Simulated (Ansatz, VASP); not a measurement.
## Two plane-wave programs on Al5GaN6

The input INCAR:

```
SYSTEM = Al5GaN6
ALGO     = Normal         ! electronic algorithm
EDIFF    = 1E-6           ! SCF threshold, eV
ENCUT    = 520            ! plane-wave cutoff, eV
GGA      = PE             ! functional
ISIF     = 2              ! what is computed and relaxed
ISMEAR   = 0              ! smearing method
ISPIN    = 2              ! spin polarisation
LASPH    = .True.         ! aspherical terms in the spheres
LCHARG   = .False.        ! write CHGCAR
LORBIT   = 11             ! projections on sites
LREAL    = .False.        ! projectors in reciprocal space
LWAVE    = .False.        ! write WAVECAR
MAGMOM   = 0 0 0 0 0 0 1 1 1 1 1 1 ! initial moments
NBANDS   = 45             ! bands
NELM     = 150            ! most SCF steps
PREC     = Accurate       ! precision mode
SIGMA    = 0.1            ! smearing width, eV
```

KPOINTS

```
k-points
0
Gamma
  6 4 2
  0 0 0
```

The input POSCAR:

```
Al5GaN6
1.0
    3.3419538300      0.0000000000      0.0000000000
    0.0000000000      4.7262364200      0.0000000000
    0.0000000000      0.0000000000     10.0258614800
Al Ga N
5 1 6
Direct
    0.0000000000      0.5000000000      0.8333333300
    0.0000000000      0.5000000000      0.1666666700
    0.5000000000      0.0000000000      0.3333333300
    0.0000000000      0.5000000000      0.5000000000
    0.5000000000      0.0000000000      0.6666666700
    0.5000000000      0.0000000000      0.0000000000
    0.0000000000      0.0000000000      0.8333333300
    0.5000000000      0.5000000000      0.0000000000
    0.0000000000      0.0000000000      0.1666666700
    0.5000000000      0.5000000000      0.3333333300
    0.0000000000      0.0000000000      0.5000000000
    0.5000000000      0.5000000000      0.6666666700
```

Input for Ansatz:

```yaml
crystal:
  lattice:
    - [3.34195383, 0.0, 0.0]
    - [0.0, 4.72623642, 0.0]
    - [0.0, 0.0, 10.02586148]
  atoms:
    - { symbol: Al, position: [0.0, 0.5, 0.83333333] }
    - { symbol: Al, position: [0.0, 0.5, 0.16666667] }
    - { symbol: Al, position: [0.5, 0.0, 0.33333333] }
    - { symbol: Al, position: [0.0, 0.5, 0.5] }
    - { symbol: Al, position: [0.5, 0.0, 0.66666667] }
    - { symbol: Ga, position: [0.5, 0.0, 0.0] }
    - { symbol: "N", position: [0.0, 0.0, 0.83333333], spin: 1.0 }
    - { symbol: "N", position: [0.5, 0.5, 0.0], spin: 1.0 }
    - { symbol: "N", position: [0.0, 0.0, 0.16666667], spin: 1.0 }
    - { symbol: "N", position: [0.5, 0.5, 0.33333333], spin: 1.0 }
    - { symbol: "N", position: [0.0, 0.0, 0.5], spin: 1.0 }
    - { symbol: "N", position: [0.5, 0.5, 0.66666667], spin: 1.0 }
basis:
  ecutwfc: 420
kpoints:
  mp_grid: { grid: [6, 4, 2] }
hamiltonian:
  xc: pbe
scf:
  occupations: { method: gaussian, width: 0.1 }
  lower_state_search: "off"
output:
  forces: true
  stress: true
  eigenvalues: true
  populations: true
magnetization:
  spin_polarized: true
```

Alike in both runs: task single point; functional PBE; k mesh 6 × 4 × 2; occupations gaussian, width 0.1 eV; collinear spin.

```csv
,VASP,Ansatz
version,VASP 6.6.1,Ansatz 0.2.0
potentials or method,"VASP PAW PBE potentials, release 64 (Al, Ga_d, N), cutoff 520 eV","scalar-relativistic, plane waves, PAW"
valence electrons in the cell,58,58
```

|  | VASP | Ansatz | Ansatz less VASP |
| --- | --- | --- | --- |
| gap on the k mesh at the Fermi level (eV) | none | none | - |
| rms of the force components (eV/Å) | 0.133 | 0.130 | -0.0031 |
| net moment per atom (μB) | 0.00 | 0.00 | 0.000 |

Atom by atom the forces differ by 0.003 eV/Å (rms over components). A gap of «none» marks a metal or a gap that the smearing closes. The functional is the same, so the differences come from potentials, cutoffs and numerics. Ansatz's warnings: seeded moment not kept.
